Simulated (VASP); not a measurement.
# Zr2HS4 in VASP: further runs, part 2 of 2

VASP 6.6.1.

## Step 4: Single point, PBE+D3(BJ)

Contents of INCAR:

```
SYSTEM = Zr2HS4
ALGO = Normal ; DIPOL = 0.5 0.5 0.276
EDIFF = 1E-6 ; ENCUT = 400
GGA = PE ; GGA_COMPAT = .FALSE.
IDIPOL = 3 ; ISIF = 2
ISMEAR = 0 ; IVDW = 12
LASPH = .TRUE. ; LCHARG = .FALSE.
LDIPOL = .TRUE. ; LREAL = .FALSE.
LWAVE = .FALSE. ; NBANDS = 62
NELM = 120 ; NELMDL = -8
PREC = Accurate ; SIGMA = 0.05
```

Contents of KPOINTS:

```
k-points
0
G
  6 6 1
  0 0 0
```

Contents of POSCAR:

```
Zr2HS4
1.0
    7.2976778227      0.0000000000      0.0000000000
   -3.6488389114      6.3199743831      0.0000000000
    0.0000000000      0.0000000000     20.9171506047
S Zr H
8 4 2
Direct
    0.3333333333      0.1666666667      0.1912306354
    0.3333333333      0.6666666667      0.1912306354
    0.8333333333      0.1666666667      0.1912306354
    0.8333333333      0.6666666667      0.1912306354
    0.1666666667      0.3333333333      0.3306927762
    0.1666666667      0.8333333333      0.3306927762
    0.6666666667      0.3333333333      0.3306927762
    0.6666666667      0.8333333333      0.3306927762
    0.0000000000      0.0000000000      0.2609617058
    0.0000000000      0.5000000000      0.2609617058
    0.5000000000      0.0000000000      0.2609617058
    0.5000000000      0.5000000000      0.2609617058
    0.3869988249      0.7739976498      0.3675046736
    0.4463345084      0.8926690169      0.3675046736
```

Potentials or basis: VASP PAW PBE potentials, release 64 (S, Zr_sv, H).

Launch:

```sh
cat potpaw_PBE.64/S/POTCAR potpaw_PBE.64/Zr_sv/POTCAR potpaw_PBE.64/H/POTCAR > POTCAR
mpirun -np 1 vasp_std > vasp.out
```

OUTCAR:

```text
SYSTEM = Zr2HS4
   EDIFF = 1E-6
   ENCUT = 400
   GGA = PE
   ISIF = 2
   ISMEAR = 0
   IVDW = 12
   LASPH = .TRUE.
   LREAL = .FALSE.
   NELM = 120
   NELMDL = -8
   PREC = Accurate
 IVDW          = 12

 ion  position               nearest neighbor table
   1  0.333  0.167  0.191-   9 2.56  12 2.56  11 2.56
   2  0.333  0.667  0.191-  10 2.56  11 2.56  12 2.56
   3  0.833  0.167  0.191-  11 2.56  10 2.56   9 2.56
   4  0.833  0.667  0.191-  12 2.56   9 2.56  10 2.56
   5  0.167  0.333  0.331-  12 2.56   9 2.56  10 2.56
   6  0.167  0.833  0.331-  11 2.56  10 2.56   9 2.56
   7  0.667  0.333  0.331-  10 2.56  11 2.56  12 2.56
   8  0.667  0.833  0.331-   9 2.56  12 2.56  11 2.56
   9  0.000  0.000  0.261-   1 2.56   8 2.56   5 2.56   4 2.56   6 2.56   3 2.56  12 3.65  12 3.65
                            11 3.65  11 3.65  10 3.65  10 3.65
  10  0.000  0.500  0.261-   2 2.56   7 2.56   6 2.56   3 2.56   4 2.56   5 2.56  11 3.65  11 3.65
                            12 3.65  12 3.65   9 3.65   9 3.65
  11  0.500  0.000  0.261-  14 2.33   6 2.56   3 2.56   7 2.56   2 2.56   8 2.56   1 2.56  10 3.65
                            10 3.65   9 3.65   9 3.65  12 3.65  12 3.65
  12  0.500  0.500  0.261-   4 2.56   5 2.56   1 2.56   8 2.56   7 2.56   2 2.56   9 3.65   9 3.65
                            10 3.65  10 3.65  11 3.65  11 3.65
  13  0.387  0.774  0.368-  14 0.75
  14  0.446  0.893  0.368-  13 0.75  11 2.33

  LATTYP: Found a hexagonal cell.
 ALAT       =     7.2976778227
 C/A-ratio  =     2.8662748771

  Lattice vectors:

 A1 = (   7.2976778227,   0.0000000000,   0.0000000000)
 A2 = (  -3.6488389114,   6.3199743831,   0.0000000000)
 A3 = (   0.0000000000,   0.0000000000,  20.9171506047)

Analysis of symmetry for initial positions (statically):
=====================================================================
 Subroutine PRICEL returns:
 Original cell was already a primitive cell.

 Routine SETGRP: Setting up the symmetry group for a
 hexagonal supercell.

 Subroutine GETGRP returns: Found  2 space group operations
 (whereof  2 operations were pure point group operations)
 out of a pool of 24 trial point group operations.

The static configuration has the point symmetry C_1h.

Analysis of symmetry for dynamics (positions and initial velocities):
=====================================================================
 Subroutine PRICEL returns:
 Original cell was already a primitive cell.

 Routine SETGRP: Setting up the symmetry group for a
 hexagonal supercell.

 Subroutine GETGRP returns: Found  2 space group operations
 (whereof  2 operations were pure point group operations)
 out of a pool of 24 trial point group operations.

The dynamic configuration has the point symmetry C_1h.

 Subroutine INISYM returns: Found  2 space group operations
 (whereof  2 operations are pure point group operations),
 and found     1 'primitive' translations

----------------------------------------------------------------------------------------

                                     Primitive cell

  volume of cell :     964.7228

  direct lattice vectors                    reciprocal lattice vectors
     7.297677823  0.000000000  0.000000000     0.137029891  0.079114245  0.000000000
    -3.648838911  6.319974383  0.000000000     0.000000000  0.158228489  0.000000000
     0.000000000  0.000000000 20.917150605     0.000000000  0.000000000  0.047807659

  length of vectors
     7.297677823  7.297677823 20.917150605     0.158228489  0.158228489  0.047807659

[... 91 lines left out ...]
   NELM   =    120;   NELMIN=  2; NELMDL= -8     # of ELM steps
   EDIFF  = 0.1E-05   stopping-criterion for ELM
   LREAL  =      F    real-space projection
   EDIFFG = 0.1E-04   stopping-criterion for IOM
   NSW    =      0    number of steps for IOM
   IBRION =     -1    ionic relax: 0-MD 1-quasi-New 2-CG
   NFREE  =      0    steps in history (QN), initial steepest desc. (CG)
   ISIF   =      2    stress and relaxation
   ISYM   =      2    0-nonsym 1-usesym 2-fastsym
   POTIM  = 0.5000    time-step for ionic-motion
   TEBEG  =    0.0;   TEEND  =   0.0 temperature during run
   PSTRESS=    0.0 pullay stress
   NELECT =      98.0000    total number of electrons
   NUPDOWN=      -1.0000    fix difference up-down
   EMIN   =  10.00;   EMAX   =-10.00  energy-range for DOS
   EFERMI =   0.00;   METHOD = LEGACY
   ISMEAR =     0;   SIGMA  =   0.05  broadening in eV -4-tet -1-fermi 0-gaus
   EFERMI_NEDOS =   21; number of points for ismear=-14 and -15
   IALGO  =     38    algorithm
   IMIX   =      4    mixing-type and parameters
     AMIX     =   0.40;   BMIX     =  1.00
     AMIX_MAG =   1.60;   BMIX_MAG =  1.00
  volume/ion in A,a.u.               =      68.91       465.02
  Fermi-wavevector in a.u.,A,eV,Ry     =   0.763864  1.443494  7.938838  0.583488
  Thomas-Fermi vector in A             =   1.863639
   LORBIT       =      0    0 simple, 1 ext, 2 COOP (PROOUT), +10 PAW based schemes
   GGA     = PE    functional components
   LHFCALC =     F    Hartree Fock is set to
   AEXX    =    0.0000 exact exchange contribution
   IVDW    =    12    specifies the selected vdW correction
   LEPSILON=     F    determine dielectric tensor
   LRPA    =     F    only Hartree local field effects (RPA)
 non-spin polarized calculation
 Gauss-broadening in eV      SIGMA  =   0.05
  energy-cutoff  :      400.00
  volume of cell :      964.72
 maximum number of plane-waves:     17598
   NGX = 23   NGY = 23   NGZ = 69

 dipolmoment           0.000000      0.000000      0.010081 electrons x Angstroem

 number of electron      98.0000013 magnetization

 dipolmoment           0.000000      0.000000     -0.078152 electrons x Angstroem

 Free energy of the ion-electron system (eV)
  ---------------------------------------------------
  ext. energy  EPLUGINS =         0.00000000
  ---------------------------------------------------
  free energy    TOTEN  =       -89.88743046 eV

  energy without entropy =      -89.88743046  energy(sigma->0) =      -89.88743046

 E-fermi :  -2.4538     XC(G=0):  -3.2050

 val. band max:       -2.8323194978   @ k =  -0.3333   0.1667   0.0000
 cond. band min:      -2.1246162899   @ k =   0.0000   0.0000   0.0000
 fundamental gap:      0.7077032079
 Fermi energy:        -2.4537586644

 k-point     1 :       0.0000    0.0000    0.0000
  band No.  band energies     occupation
      1     -52.0989      2.00000
      2     -51.9566      2.00000
      3     -51.9463      2.00000
      4     -51.8640      2.00000
      5     -30.2317      2.00000
      6     -30.2182      2.00000
[... 821 lines left out ...]
     60       0.3912      0.00000
     61       0.4112      0.00000
 [bands above 61 left out]

------------------------ aborting loop because EDIFF is reached ----------------------------------------

 vacuum level on the upper side and lower side of the slab       (xc-potential included)        -0.259         0.041

 Edisp (eV)   -3.11579

 E8    (eV) :    -1.3897

  FORCE on cell =-STRESS in cart. coord.  units (eV):
  Direction    XX          YY          ZZ          XY          YZ          ZX
  --------------------------------------------------------------------------------------
  -------------------------------------------------------------------------------------
  Total       9.96234    -1.53306     4.08549     0.00000    -0.70661     0.00000
  in kB      16.54509    -2.54604     6.78503     0.00000    -1.17351     0.00000
  external pressure =        6.93 kB  Pullay stress =        0.00 kB

 VOLUME and BASIS-vectors are now :
 -----------------------------------------------------------------------------
  energy-cutoff  :      400.00
  volume of cell :      964.72
      direct lattice vectors                 reciprocal lattice vectors
     7.297677823  0.000000000  0.000000000     0.137029891  0.079114245  0.000000000
    -3.648838911  6.319974383  0.000000000     0.000000000  0.158228489  0.000000000
     0.000000000  0.000000000 20.917150605     0.000000000  0.000000000  0.047807659

 POSITION                                       TOTAL-FORCE (eV/Angst)
 -----------------------------------------------------------------------------------
      1.82442      1.05333      4.00000         0.130899     -0.121807      0.071069
     -0.00000      4.21332      4.00000        -0.000000      0.013834     -0.006100
      5.47326      1.05333      4.00000        -0.130899     -0.121807      0.071069
      3.64884      4.21332      4.00000         0.000000     -0.102825     -0.148647
      0.00000      2.10666      6.91715        -0.000000      0.064682      0.225488
     -1.82442      5.26665      6.91715        -2.422705     -0.312416     -1.030344
      3.64884      2.10666      6.91715         0.000000     -0.092977      0.154066
      1.82442      5.26665      6.91715         2.422705     -0.312416     -1.030344
      0.00000      0.00000      5.45858         0.000000     -0.089809     -0.151448
     -1.82442      3.15999      5.45858        -0.138513      0.377864     -0.108831
      3.64884      0.00000      5.45858        -0.000000      0.427113     -1.005617
      1.82442      3.15999      5.45858         0.138513      0.377864     -0.108831
     -0.00000      4.89165      7.68715         0.000000     -0.368380      1.361449
     -0.00000      5.64165      7.68715        -0.000000      0.261081      1.707020
 -----------------------------------------------------------------------------------
    total drift:                                0.000000     -0.000004      0.000655

  FREE ENERGIE OF THE ION-ELECTRON SYSTEM (eV)
  ---------------------------------------------------
  free  energy   TOTEN  =       -93.0032204455 eV

  energy  without entropy=      -93.0032204455  energy(sigma->0) =      -93.00322045

 vacuum level on the upper side and lower side of the slab         2.856         3.164
```

Wall time 23 min (1 thread of Intel Xeon Platinum 8488C (Sapphire Rapids), shared host); peak memory 0.9 GiB.

What came out:

- Free energy: -93.0032 eV
- Largest force: 2.651 eV/Å
- Band gap on the k mesh: 0.71 eV (least direct gap 0.85 eV)
- Dispersion energy per atom: -0.223 eV

Forces in eV/Å, atoms in the order of the input:
```
S    0.131 -0.122  0.071
S    0.000  0.014 -0.006
S   -0.131 -0.122  0.071
S    0.000 -0.103 -0.149
S    0.000  0.065  0.225
S   -2.423 -0.312 -1.030
S    0.000 -0.093  0.154
S    2.423 -0.312 -1.030
Zr   0.000 -0.090 -0.151
Zr  -0.139  0.378 -0.109
Zr   0.000  0.427 -1.006
Zr   0.139  0.378 -0.109
H    0.000 -0.368  1.361
H    0.000  0.261  1.707
```

Levels at points of the mesh, in eV from the valence-band top:
| k point | band 46 | band 47 | band 48 | band 49 | band 50 | band 51 | band 52 | band 53 |
| --- | --- | --- | --- | --- | --- | --- | --- | --- |
| (0.00, 0.00, 0.00) | -1.30 | -0.45 | -0.40 | -0.16 | 0.71 | 0.73 | 0.93 | 1.35 |
| (0.50, 0.00, 0.00) | -1.23 | -0.94 | -0.90 | -0.15 | 1.08 | 1.21 | 1.81 | 1.96 |
| (0.00, 0.50, 0.00) | -1.19 | -1.11 | -0.88 | -0.07 | 1.08 | 1.16 | 1.87 | 1.93 |

## Step 5: Summary

```tsv
cell	gap on the mesh (eV)	largest force (eV/Å)
as given, atomic positions A	1.04	1.70
as given, atomic positions B	0.07	1.25
as given, atomic positions C	0.71	2.65
```

Alike in all rows: task single point; level PBE+D3(BJ); potentials or basis VASP PAW PBE potentials, release 64 (S, Zr_sv, H); no spin polarisation; k mesh 6 × 6 × 1; cutoff (eV) 400; smearing gaussian 0.05 eV.

Total energies depend on the potentials used, so only differences within one code and one set of settings carry meaning.
